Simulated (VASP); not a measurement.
# Al (Fm-3m) in VASP: a series of runs

Runs on Al. Level: LDA. Tasks: single point.

Everything below comes from runs of VASP 6.6.1. Logs are shortened: lines on timing, memory, paths and dates and some standing lists are left out, and cuts for length are marked.

## Step 1: The cell of the first run

Symmetry: Fm-3m, No. 225, cubic system. Conventional cell: a = 3.983 Å, b = 3.983 Å, c = 3.983 Å, α = 90.00°, β = 90.00°, γ = 90.00°. Al (site symmetry m-3m) has 12 Al at 2.82 Å within 3.7 Å.

## Step 2: Single point, LDA

Contents of INCAR:

```
SYSTEM = Al
PREC = Accurate ; ENCUT = 520
EDIFF = 1E-6 ; ISMEAR = 1
SIGMA = 0.1 ; LREAL = .False.
LASPH = .True. ; NELM = 80
ALGO = Normal ; ISIF = 2
LWAVE = .False. ; LCHARG = .False.
NBANDS = 8
```

Contents of KPOINTS:

```
Automatic mesh
0
Gamma
  14 14 14
  0 0 0
```

Contents of POSCAR:

```
Al
1.0
    0.0000000000      1.9916090303      1.9916090303
    1.9916090303      0.0000000000      1.9916090303
    1.9916090303      1.9916090303      0.0000000000
Al
1
Direct
    0.0000000000      0.0000000000      0.0000000000
```

Potentials or basis: VASP PAW LDA potentials, release 64 (Al).

On the command line:

```
$ cat potpaw_LDA.64/Al/POTCAR > POTCAR
$ mpirun -np 1 vasp_std > vasp.out
```

OUTCAR:

```text
SYSTEM = Al
   PREC = Accurate
   ENCUT = 520
   EDIFF = 1E-6
   ISMEAR = 1
   LREAL = .False.
   LASPH = .True.
   NELM = 80
   ISIF = 2

 ion  position               nearest neighbor table
   1  0.000  0.000  0.000-

  LATTYP: Found a face centered cubic cell.
 ALAT       =     3.9832180606

  Lattice vectors:

 A1 = (   0.0000000000,   1.9916090303,   1.9916090303)
 A2 = (   1.9916090303,   0.0000000000,   1.9916090303)
 A3 = (   1.9916090303,   1.9916090303,   0.0000000000)

Analysis of symmetry for initial positions (statically):
=====================================================================
 Subroutine PRICEL returns:
 Original cell was already a primitive cell.

 Routine SETGRP: Setting up the symmetry group for a
 face centered cubic supercell.

 Subroutine GETGRP returns: Found 48 space group operations
 (whereof 48 operations were pure point group operations)
 out of a pool of 48 trial point group operations.

The static configuration has the point symmetry O_h .

Analysis of symmetry for dynamics (positions and initial velocities):
=====================================================================
 Subroutine PRICEL returns:
 Original cell was already a primitive cell.

 Routine SETGRP: Setting up the symmetry group for a
 face centered cubic supercell.

 Subroutine GETGRP returns: Found 48 space group operations
 (whereof 48 operations were pure point group operations)
 out of a pool of 48 trial point group operations.

The dynamic configuration has the point symmetry O_h .

 Subroutine INISYM returns: Found 48 space group operations
 (whereof 48 operations are pure point group operations),
 and found     1 'primitive' translations

----------------------------------------------------------------------------------------

                                     Primitive cell

  volume of cell :      15.7995

  direct lattice vectors                    reciprocal lattice vectors
     0.000000000  1.991609030  1.991609030    -0.251053290  0.251053290  0.251053290
     1.991609030  0.000000000  1.991609030     0.251053290 -0.251053290  0.251053290
     1.991609030  1.991609030  0.000000000     0.251053290  0.251053290 -0.251053290

  length of vectors
     2.816560502  2.816560502  2.816560502     0.434837054  0.434837054  0.434837054

  position of ions in fractional coordinates (direct lattice)
     0.000000000  0.000000000  0.000000000

  ion indices of the primitive-cell ions
   primitive index   ion index
                 1           1

----------------------------------------------------------------------------------------

 KPOINTS: Automatic mesh

Automatic generation of k-mesh.
 Grid dimensions read from file:
 generate k-points for:   14   14   14

 Generating k-lattice:

  Cartesian coordinates                     Fractional coordinates (reciprocal lattice)
    -0.017932378  0.017932378  0.017932378     0.071428571  0.000000000  0.000000000
     0.017932378 -0.017932378  0.017932378     0.000000000  0.071428571  0.000000000
     0.017932378  0.017932378 -0.017932378     0.000000000  0.000000000  0.071428571

  Length of vectors
     0.031059790  0.031059790  0.031059790

  Shift w.r.t. Gamma in fractional coordinates (k-lattice)
     0.000000000  0.000000000  0.000000000

 Subroutine IBZKPT returns following result:
 ===========================================

 Found    104 irreducible k-points:

 Following reciprocal coordinates:
            Coordinates               Weight
  0.000000  0.000000  0.000000      1.000000
  0.071429  0.000000  0.000000      8.000000
  0.142857  0.000000  0.000000      8.000000
  0.214286  0.000000  0.000000      8.000000
  0.285714  0.000000  0.000000      8.000000
  0.357143  0.000000  0.000000      8.000000
[... 16 lines left out ...]
  0.214286  0.142857  0.000000     24.000000
  0.285714  0.142857  0.000000     24.000000
 [... further k-points ...]
   k-points           NKPTS =    104   k-points in BZ     NKDIM =    104   number of bands    NBANDS=      8
   number of dos      NEDOS =    301   number of ions     NIONS =      1
   total plane-waves  NPLWV =  13824
   dimension x,y,z NGX =    24 NGY =   24 NGZ =   24
   dimension x,y,z NGXF=    48 NGYF=   48 NGZF=   48
   ions per type =               1
   NGX,Y,Z   is equivalent  to a cutoff of  14.17, 14.17, 14.17 a.u.
   NGXF,Y,Z  is equivalent  to a cutoff of  28.33, 28.33, 28.33 a.u.
 SYSTEM =  Al
   PREC   = accura    normal or accurate (medium, high low for compatibility)
   ISTART =      0    job   : 0-new  1-cont  2-samecut
   ICHARG =      2    charge: 1-file 2-atom 10-const
   ISPIN  =      1    spin polarized calculation?
   LNONCOLLINEAR =      F non collinear calculations
   LSORBIT =      F    spin-orbit coupling
   LASPH  =      T    aspherical Exc in radial PAW
   ENCUT  =  520.0 eV  38.22 Ry    6.18 a.u.   5.24  5.24  5.24*2*pi/ulx,y,z
   NELM   =     80;   NELMIN=  2; NELMDL= -5     # of ELM steps
   EDIFF  = 0.1E-05   stopping-criterion for ELM
   LREAL  =      F    real-space projection
   EDIFFG = 0.1E-04   stopping-criterion for IOM
   NSW    =      0    number of steps for IOM
   IBRION =     -1    ionic relax: 0-MD 1-quasi-New 2-CG
   NFREE  =      0    steps in history (QN), initial steepest desc. (CG)
   ISIF   =      2    stress and relaxation
   ISYM   =      2    0-nonsym 1-usesym 2-fastsym
   POTIM  = 0.5000    time-step for ionic-motion
   TEBEG  =    0.0;   TEEND  =   0.0 temperature during run
   PSTRESS=    0.0 pullay stress
   NELECT =       3.0000    total number of electrons
   NUPDOWN=      -1.0000    fix difference up-down
   EMIN   =  10.00;   EMAX   =-10.00  energy-range for DOS
   EFERMI =   0.00;   METHOD = LEGACY
   ISMEAR =     1;   SIGMA  =   0.10  broadening in eV -4-tet -1-fermi 0-gaus
   EFERMI_NEDOS =   21; number of points for ismear=-14 and -15
   IALGO  =     38    algorithm
   IMIX   =      4    mixing-type and parameters
     AMIX     =   0.40;   BMIX     =  1.00
     AMIX_MAG =   1.60;   BMIX_MAG =  1.00
  volume/ion in A,a.u.               =      15.80       106.62
  Fermi-wavevector in a.u.,A,eV,Ry     =   0.940953  1.778143 12.046491  0.885392
  Thomas-Fermi vector in A             =   2.068416
   LORBIT       =      0    0 simple, 1 ext, 2 COOP (PROOUT), +10 PAW based schemes
   GGA     = CA    functional components
   LHFCALC =     F    Hartree Fock is set to
   AEXX    =    0.0000 exact exchange contribution
   IVDW    =     0    specifies the selected vdW correction
   LEPSILON=     F    determine dielectric tensor
   LRPA    =     F    only Hartree local field effects (RPA)
 non-spin polarized calculation
 Methfessel and Paxton  Order N= 1 SIGMA  =   0.10
  energy-cutoff  :      520.00
  volume of cell :       15.80
 maximum number of plane-waves:       444
 NGX is ok and might be reduce to    24
   NGX = 11   NGY = 11   NGZ = 11

 number of electron       3.0000000 magnetization

 Free energy of the ion-electron system (eV)
  ---------------------------------------------------
  ext. energy  EPLUGINS =         0.00000000
  ---------------------------------------------------
  free energy    TOTEN  =        -4.18428562 eV

  energy without entropy =       -4.18456794  energy(sigma->0) =       -4.18437973

 E-fermi :   8.2026     XC(G=0): -10.5058

 val. band max:        8.1881965031   @ k =  -0.3571   0.4286   0.2143
 cond. band min:       8.2553952452   @ k =   0.5000   0.2857   0.0000
 fundamental gap:      0.0671987422
 Fermi energy:         8.2025665186

 k-point     1 :       0.0000    0.0000    0.0000
  band No.  band energies     occupation
      1      -3.1540      2.00000
      2      21.0558      0.00000
      3      21.0558      0.00000
      4      21.0558      0.00000
      5      22.7129      0.00000
      6      22.7129      0.00000
      7      22.7129      0.00000
      8      25.1787      0.00000

 k-point     2 :       0.0714    0.0000    0.0000
  band No.  band energies     occupation
      1      -3.0116      2.00000
      2      18.9254      0.00000
      3      20.6213      0.00000
      4      20.6213      0.00000
      5      23.3604      0.00000
      6      23.3654      0.00000
      7      23.3654      0.00000
      8      26.5737      0.00000

 k-point     3 :       0.1429    0.0000    0.0000
  band No.  band energies     occupation
      1      -2.5854      2.00000
      2      15.9939      0.00000
      3      19.9957      0.00000
      4      19.9957      0.00000
      5      23.2887      0.00000
      6      24.4898      0.00000
      7      24.4898      0.00000
      8      25.9404      0.00000

 k-point     4 :       0.2143    0.0000    0.0000
  band No.  band energies     occupation
      1      -1.8780      2.00000
      2      13.1296      0.00000
      3      19.5299      0.00000
      4      19.5299      0.00000
      5      23.0661      0.00000
      6      23.9415      0.00000
      7      23.9415      0.00000
      8      26.6228      0.00000

 k-point     5 :       0.2857    0.0000    0.0000
  band No.  band energies     occupation
      1      -0.8940      2.00000
      2      10.4357      0.00000
      3      19.2790      0.00000
      4      19.2790      0.00000
      5      22.6506      0.00000
      6      22.6506      0.00000
      7      22.9429      0.00000
      8      26.8637      0.00000
[... 177 lines left out ...]
 k-point    22 :       0.1429    0.1429    0.0000
  band No.  band energies     occupation
      1      -2.3964      2.00000
      2      17.9595      0.00000
      3      17.9595      0.00000
      4      18.1271      0.00000
      5      21.2876      0.00000
      6      22.2203      0.00000
      7      26.8562      0.00000
      8      26.8562      0.00000

 k-point    23 :       0.2143    0.1429    0.0000
  band No.  band energies     occupation
      1      -1.8780      2.00000
      2      15.3489      0.00000
      3      17.2908      0.00000
      4      18.5337      0.00000
      5      20.4140      0.00000
      6      21.4926      0.00000
      7      27.3871      0.00000
      8      27.6552      0.00000

 k-point    24 :       0.2857    0.1429    0.0000
  band No.  band energies     occupation
      1      -1.0809      2.00000
      2      12.6162      0.00000
      3      16.8600      0.00000
      4      18.3992      0.00000
      5      18.8830      0.00000
      6      22.8483      0.00000
      7      26.7592      0.00000
      8      27.4009      0.00000

 [... further k-points ...]

------------------------ aborting loop because EDIFF is reached ----------------------------------------

  FORCE on cell =-STRESS in cart. coord.  units (eV):
  Direction    XX          YY          ZZ          XY          YZ          ZX
  --------------------------------------------------------------------------------------
  -------------------------------------------------------------------------------------
  Total       -0.0160927     -0.0160927     -0.0160927     -0.0000000      0.0000000     -0.0000000
  in kB       -1.6319101     -1.6319101     -1.6319101     -0.0000000      0.0000000     -0.0000000
  external PRESSURE =      -1.6319101 kB  Pullay stress =       0.0000000 kB

 VOLUME and BASIS-vectors are now :
 -----------------------------------------------------------------------------
  energy-cutoff  :      520.00
  volume of cell :       15.80
      direct lattice vectors                 reciprocal lattice vectors
     0.000000000  1.991609030  1.991609030    -0.251053290  0.251053290  0.251053290
     1.991609030  0.000000000  1.991609030     0.251053290 -0.251053290  0.251053290
     1.991609030  1.991609030  0.000000000     0.251053290  0.251053290 -0.251053290

 POSITION                                       TOTAL-FORCE (eV/Angst)
 -----------------------------------------------------------------------------------
      0.00000      0.00000      0.00000         0.000000      0.000000      0.000000
 -----------------------------------------------------------------------------------
    total drift:                               -0.000000      0.000000     -0.000000

  FREE ENERGIE OF THE ION-ELECTRON SYSTEM (eV)
  ---------------------------------------------------
  free  energy   TOTEN  =        -4.1842856187 eV

  energy  without entropy=       -4.1845679430  energy(sigma->0) =       -4.18437973
```

Run time: 5.5 s. Hardware: 1 thread of AMD EPYC 9R45 (Zen 5), shared host; peak memory 0.09 GiB.

Results:

```
Free energy : -4.1843 eV
Pressure    : -0.2 GPa
```

Levels at points of the mesh, in eV from the Fermi level:
| k point | band 1 | band 2 | band 3 | band 4 | band 5 | band 6 |
| --- | --- | --- | --- | --- | --- | --- |
| (0.00, 0.00, 0.00) | -11.36 | 12.85 | 12.85 | 12.85 | 14.51 | 14.51 |
| (0.50, 0.00, 0.00) | -4.68 | -4.41 | 11.68 | 11.68 | 11.75 | 11.75 |
| (0.50, 0.50, 0.00) | -2.96 | -1.58 | 5.35 | 5.78 | 5.78 | 9.41 |

(Part 1 of 2 ends here.)
